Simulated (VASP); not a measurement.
A run of VASP 6.6.1:

File INCAR:

```
PREC = Accurate
ENCUT = 520
EDIFF = 1E-6
ISMEAR = -1
SIGMA = 0.06122561905347299
LREAL = F
LASPH = T
NELM = 80
ALGO = Normal
ISIF = 2
LWAVE = F
LCHARG = T
GGA = PE
LELF = T
LVHAR = T
NBANDS = 14
```

Contents of KPOINTS:

```
Automatic mesh
0
Gamma
  19 19 19
```

Contents of POSCAR:

```
Bi
1.0
    0.0000000000      2.5304608616      2.5304608616
    2.5304608616      0.0000000000      2.5304608616
    2.5304608616      2.5304608616      0.0000000000
Bi
1
Direct
    0.0000000000      0.0000000000      0.0000000000
```

Potentials or basis: VASP PAW PBE potentials, release 64 (Bi_d).

Launch:

```bash
$ cat potpaw_PBE.64/Bi_d/POTCAR > POTCAR
$ mpirun -np 1 vasp_std > vasp.out
```

Hardware: 1 thread of AMD EPYC 7R43 64-Core Processor (Zen 3), on a shared host.

Estimate the wall time of this run.

It took 97 s on 1 thread of AMD EPYC 7R43 64-Core Processor (Zen 3) (shared host), peak memory 0.18 GiB. Counts: scf iterations 10, k points 220.
